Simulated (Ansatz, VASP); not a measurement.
# One calculation of MgO, two programs

```xyz
2
Lattice="2.8499 0.0000 0.0000 -1.4249 2.4681 0.0000 0.0000 0.0000 2.6395" Properties=species:S:1:pos:R:3 pbc="T T T"
Mg    0.0000    0.0000    0.0000
O     0.0000    1.6454    1.3197
```

Change from the starting cell: strain -0.030 along x and y, -0.015 along z, atoms carried along.

Alike in both runs: task single point; functional PBE; k mesh 9 × 9 × 8; occupations gaussian, width 0.05 eV; no spin polarisation.

|  | VASP | Ansatz |
| --- | --- | --- |
| version | VASP 6.6.1 | Ansatz 0.2.0 |
| potentials or method | VASP PAW PBE potentials, release 64 (Mg, O), cutoff 520 eV | scalar-relativistic, plane waves, PAW |
| valence electrons in the cell | 8 | 16 |

Ansatz gave:

```
gap on the k mesh at the Fermi level (eV)                     : 3.63
least direct gap on the mesh (eV)                             : 4.13
pressure (GPa)                                                : 11.8
traceless stress, the component that is largest in VASP (GPa) : -4.05
```

Problem. Estimate VASP's values.

Solution. gap on the k mesh at the Fermi level (eV): 3.61; least direct gap on the mesh (eV): 4.12; pressure (GPa): 11.2; traceless stress, the component that is largest in VASP (GPa): -4.16.

With one functional, cell and mesh, what is left measures potentials, basis and numerics. VASP's potentials hold 8 valence electrons a cell and Ansatz's 16, so a difference there can come from the potentials and not from the codes.
